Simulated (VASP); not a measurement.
# Zn (Fm-3m) in VASP: a series of runs, part 2 of 2

VASP 6.6.1.

**5. Single point, PBE**

This run uses another cell than the first one, of 14.55 Å³/atom, 1.021 times its volume.

The input, INCAR:

```
SYSTEM = Zn
  PREC = Accurate
  ENCUT = 520
  EDIFF = 1E-6
  ISMEAR = -1
  SIGMA = 0.06122561905347299
  LREAL = .FALSE.
  LASPH = .TRUE.
  NELM = 100
  ALGO = Normal
  ISIF = 2
  LWAVE = .FALSE.
  LCHARG = .TRUE.
  GGA = PE
  LELF = .TRUE.
  LVHAR = .TRUE.
  NBANDS = 12
```

The input, KPOINTS:

```
regular mesh
0
G
  16 16 16
  0 0 0
```

The input, POSCAR:

```
Zn
1.0
    0.0000000000      1.9375073501      1.9375073501
    1.9375073501      0.0000000000      1.9375073501
    1.9375073501      1.9375073501      0.0000000000
Zn
1
Direct
    0.0000000000      0.0000000000      0.0000000000
```

Potentials or basis: VASP PAW PBE potentials, release 64 (Zn).

Launch:

```
> cat potpaw_PBE.64/Zn/POTCAR > POTCAR
> mpirun -np 1 vasp_std > vasp.out
```

OUTCAR:

```text
SYSTEM = Zn
   PREC = Accurate
   ENCUT = 520
   EDIFF = 1E-6
   ISMEAR = -1
   LREAL = .FALSE.
   LASPH = .TRUE.
   NELM = 100
   ISIF = 2
   GGA = PE

 ion  position               nearest neighbor table
   1  0.000  0.000  0.000-

  LATTYP: Found a face centered cubic cell.
 ALAT       =     3.8750147002

  Lattice vectors:

 A1 = (   0.0000000000,   1.9375073501,   1.9375073501)
 A2 = (   1.9375073501,   0.0000000000,   1.9375073501)
 A3 = (   1.9375073501,   1.9375073501,   0.0000000000)

Analysis of symmetry for initial positions (statically):
=====================================================================
 Subroutine PRICEL returns:
 Original cell was already a primitive cell.

 Routine SETGRP: Setting up the symmetry group for a
 face centered cubic supercell.

 Subroutine GETGRP returns: Found 48 space group operations
 (whereof 48 operations were pure point group operations)
 out of a pool of 48 trial point group operations.

The static configuration has the point symmetry O_h .

Analysis of symmetry for dynamics (positions and initial velocities):
[... 165 lines left out ...]
      1      -7.3071      2.00000
      2      -4.3494      2.00000
      3      -4.3494      2.00000
      4      -4.3494      2.00000
      5      -3.9385      2.00000
      6      -3.9385      2.00000
      7      22.2501      0.00000
      8      22.2501      0.00000
      9      22.2501      0.00000
     10      22.5974      0.00000
     11      24.9692      0.00000
     12      24.9692      0.00000
[... 331 lines left out ...]
 k-point    24 :      -0.0625    0.0625    0.0000
  band No.  band energies     occupation
      1      -6.9852      2.00000
      2      -4.3832      2.00000
      3      -4.3149      2.00000
      4      -4.3033      2.00000
      5      -3.9668      2.00000
      6      -3.9290      2.00000
      7      18.9628      0.00000
      8      19.2222      0.00000
      9      22.5886      0.00000
     10      22.8298      0.00000
     11      25.2013      0.00000
     12      26.5733      0.00000

 [... further k-points ...]

------------------------ aborting loop because EDIFF is reached ----------------------------------------

  FORCE on cell =-STRESS in cart. coord.  units (eV):
  Direction    XX          YY          ZZ          XY          YZ          ZX
  --------------------------------------------------------------------------------------
  -------------------------------------------------------------------------------------
  Total        0.3183546      0.3183546      0.3183546      0.0000000     -0.0000000     -0.0000000
  in kB       35.0640181     35.0640181     35.0640181      0.0000000     -0.0000000     -0.0000000
  external PRESSURE =      35.0640181 kB  Pullay stress =       0.0000000 kB

 VOLUME and BASIS-vectors are now :
 -----------------------------------------------------------------------------
  energy-cutoff  :      520.00
  volume of cell :       14.55
      direct lattice vectors                 reciprocal lattice vectors
     0.000000000  1.937507350  1.937507350    -0.258063537  0.258063537  0.258063537
     1.937507350  0.000000000  1.937507350     0.258063537 -0.258063537  0.258063537
     1.937507350  1.937507350  0.000000000     0.258063537  0.258063537 -0.258063537

 POSITION                                       TOTAL-FORCE (eV/Angst)
 -----------------------------------------------------------------------------------
      0.00000      0.00000      0.00000         0.000000      0.000000      0.000000
 -----------------------------------------------------------------------------------
    total drift:                                0.000000      0.000000      0.000000

  FREE ENERGIE OF THE ION-ELECTRON SYSTEM (eV)
  ---------------------------------------------------
  free  energy   TOTEN  =        -1.0757398687 eV

  energy  without entropy=       -1.0710122445  energy(sigma->0) =       -1.07337606
```

Run time: 7 s. Hardware: 1 thread of Intel Xeon 6975P-C (Granite Rapids), shared host; peak memory 0.14 GiB.

What came out:

```yaml
Free_energy: -1.0757 eV
Pressure: 3.5 GPa
Band_gap_on_the_k_mesh: zero (band 6 reaches 5.66 eV, above the bottom of band 7 at 2.08 eV)
```

Levels at points of the mesh, in eV from the Fermi level:
```csv
k point,band 3,band 4,band 5,band 6,band 7,band 8,band 9,band 10
"(0.00, 0.00, 0.00)",-7.76,-7.76,-7.35,-7.35,18.84,18.84,18.84,19.19
"(0.50, 0.00, 0.00)",-7.77,-7.04,-7.04,-3.10,-1.33,15.73,15.73,17.70
"(0.50, 0.50, 0.00)",-7.06,-6.97,-6.97,-1.13,1.86,8.62,8.62,12.33
```

**6. Single point, PBE**

This run uses another cell than the first one, of 14.85 Å³/atom, 1.043 times its volume.

The input, INCAR:

```
PREC = Accurate
ENCUT = 520
EDIFF = 1E-6
ISMEAR = -1
SIGMA = 0.06122561905347299
LREAL = False
LASPH = True
NELM = 80
ALGO = Normal
ISIF = 2
LWAVE = False
LCHARG = True
GGA = PE
LELF = True
LVHAR = True
NBANDS = 12
```

The input, KPOINTS:

```
regular mesh
0
Gamma
  16 16 16
```

The input, POSCAR:

```
Zn
1.0
    0.0000000000      1.9508698920      1.9508698920
    1.9508698920      0.0000000000      1.9508698920
    1.9508698920      1.9508698920      0.0000000000
Zn
1
Direct
    0.0000000000      0.0000000000      0.0000000000
```

Potentials or basis: VASP PAW PBE potentials, release 64 (Zn).

Launch:

```
> cat potpaw_PBE.64/Zn/POTCAR > POTCAR
> mpirun -np 1 vasp_std > vasp.out
```

OUTCAR:

```text
PREC = Accurate
   ENCUT = 520
   EDIFF = 1E-6
   ISMEAR = -1
   LREAL = False
   LASPH = True
   NELM = 80
   ISIF = 2
   GGA = PE

 ion  position               nearest neighbor table
   1  0.000  0.000  0.000-

  LATTYP: Found a face centered cubic cell.
 ALAT       =     3.9017397840

  Lattice vectors:

 A1 = (   0.0000000000,   1.9508698920,   1.9508698920)
 A2 = (   1.9508698920,   0.0000000000,   1.9508698920)
 A3 = (   1.9508698920,   1.9508698920,   0.0000000000)

Analysis of symmetry for initial positions (statically):
=====================================================================
 Subroutine PRICEL returns:
 Original cell was already a primitive cell.

 Routine SETGRP: Setting up the symmetry group for a
 face centered cubic supercell.

 Subroutine GETGRP returns: Found 48 space group operations
 (whereof 48 operations were pure point group operations)
 out of a pool of 48 trial point group operations.

The static configuration has the point symmetry O_h .

[... 166 lines left out ...]
  band No.  band energies     occupation
      1      -7.2896      2.00000
      2      -4.4433      2.00000
      3      -4.4433      2.00000
      4      -4.4433      2.00000
      5      -4.0480      2.00000
      6      -4.0480      2.00000
      7      21.8059      0.00000
      8      21.8059      0.00000
      9      21.8059      0.00000
     10      22.2894      0.00000
     11      24.5526      0.00000
     12      24.5526      0.00000
[... 331 lines left out ...]
 k-point    24 :      -0.0625    0.0625    0.0000
  band No.  band energies     occupation
      1      -6.9724      2.00000
      2      -4.4755      2.00000
      3      -4.4100      2.00000
      4      -4.3987      2.00000
      5      -4.0752      2.00000
      6      -4.0388      2.00000
      7      18.6131      0.00000
      8      18.8367      0.00000
      9      22.1310      0.00000
     10      22.4631      0.00000
     11      24.7832      0.00000
     12      26.1529      0.00000

 [... further k-points ...]

------------------------ aborting loop because EDIFF is reached ----------------------------------------

  FORCE on cell =-STRESS in cart. coord.  units (eV):
  Direction    XX          YY          ZZ          XY          YZ          ZX
  --------------------------------------------------------------------------------------
  -------------------------------------------------------------------------------------
  Total        0.1688053      0.1688053      0.1688053      0.0000000      0.0000000     -0.0000000
  in kB       18.2130157     18.2130157     18.2130157      0.0000000      0.0000000     -0.0000000
  external PRESSURE =      18.2130157 kB  Pullay stress =       0.0000000 kB

 VOLUME and BASIS-vectors are now :
 -----------------------------------------------------------------------------
  energy-cutoff  :      520.00
  volume of cell :       14.85
      direct lattice vectors                 reciprocal lattice vectors
     0.000000000  1.950869892  1.950869892    -0.256295923  0.256295923  0.256295923
     1.950869892  0.000000000  1.950869892     0.256295923 -0.256295923  0.256295923
     1.950869892  1.950869892  0.000000000     0.256295923  0.256295923 -0.256295923

 POSITION                                       TOTAL-FORCE (eV/Angst)
 -----------------------------------------------------------------------------------
      0.00000      0.00000      0.00000        -0.000000      0.000000     -0.000000
 -----------------------------------------------------------------------------------
    total drift:                               -0.000000      0.000000     -0.000000

  FREE ENERGIE OF THE ION-ELECTRON SYSTEM (eV)
  ---------------------------------------------------
  free  energy   TOTEN  =        -1.0805937098 eV

  energy  without entropy=       -1.0755820589  energy(sigma->0) =       -1.07808788
```

OSZICAR:

```text
N       E                     dE             d eps       ncg     rms          rms(c)
DAV:   1     0.410212705216E+02    0.41021E+02   -0.66352E+03  3632   0.160E+03
DAV:   2    -0.491142608730E-01   -0.41070E+02   -0.38465E+02  3588   0.210E+02
DAV:   3    -0.118324853453E+01   -0.11341E+01   -0.11322E+01  4056   0.349E+01
DAV:   4    -0.118571376699E+01   -0.24652E-02   -0.24651E-02  3868   0.160E+00
DAV:   5    -0.118571557269E+01   -0.18057E-05   -0.18054E-05  4072   0.417E-02    0.294E+00
DAV:   6    -0.108796344895E+01    0.97752E-01   -0.52653E-01  4160   0.146E+01    0.222E+00
DAV:   7    -0.108284691222E+01    0.51165E-02   -0.99517E-03  3772   0.195E+00    0.113E+00
DAV:   8    -0.108058723859E+01    0.22597E-02   -0.11220E-03  4176   0.484E-01    0.358E-02
DAV:   9    -0.108059391940E+01   -0.66808E-05   -0.96146E-05  4824   0.137E-01    0.228E-02
DAV:  10    -0.108059370984E+01    0.20956E-06   -0.63704E-06  3732   0.403E-02
   1 F= -.10805937E+01 E0= -.10780879E+01  d E =-.501165E-02
```

stdout:

```text
POSCAR found type information on POSCAR Zn
 POSCAR found :  1 types and       1 ions
 scaLAPACK will be used
 LDA part: xc-table for (Slater+PW92), standard interpolation
 POSCAR, INCAR and KPOINTS ok, starting setup
 FFT: planning ... GRIDC
 FFT: planning ... GRID_SOFT
 FFT: planning ... GRID
 WAVECAR not read
 entering main loop
```

It took 7.4 s on 1 thread of Intel Xeon 6975P-C (Granite Rapids), shared host; peak memory 0.15 GiB.

What came out:

| Quantity | Value |
| --- | --- |
| Free energy | -1.0806 eV |
| Pressure | 1.8 GPa |
| Band gap on the k mesh | zero (band 6 reaches 5.50 eV, above the bottom of band 7 at 1.89 eV) |

Levels at points of the mesh, in eV from the Fermi level:
```tsv
k point	band 2	band 3	band 4	band 5	band 6	band 7	band 8	band 9	band 10	band 11
(0.00, 0.00, 0.00)	-7.70	-7.70	-7.70	-7.30	-7.30	18.55	18.55	18.55	19.04	21.30
(0.50, 0.00, 0.00)	-7.70	-7.70	-7.01	-7.01	-3.01	-1.36	15.49	15.49	17.56	19.16
(0.50, 0.50, 0.00)	-8.33	-7.02	-6.93	-6.93	-1.07	1.79	8.52	8.52	12.20	13.46
```

**7. Overview**

```tsv
cell	gap on the mesh (eV)	pressure (GPa)
a = 2.721 Å, angles 60.0°, 1 atom	none	5.4
a = 2.740 Å, angles 60.0°, 1 atom	none	3.5
a = 2.759 Å, angles 60.0°, 1 atom	none	1.8
```

Alike in all rows: task single point; level PBE; potentials or basis VASP PAW PBE potentials, release 64 (Zn); no spin polarisation; k mesh 16 × 16 × 16; cutoff (eV) 520; smearing fermi-dirac 0.0612256 eV.

Total energies depend on the potentials used, so only differences within one code and one set of settings carry meaning.
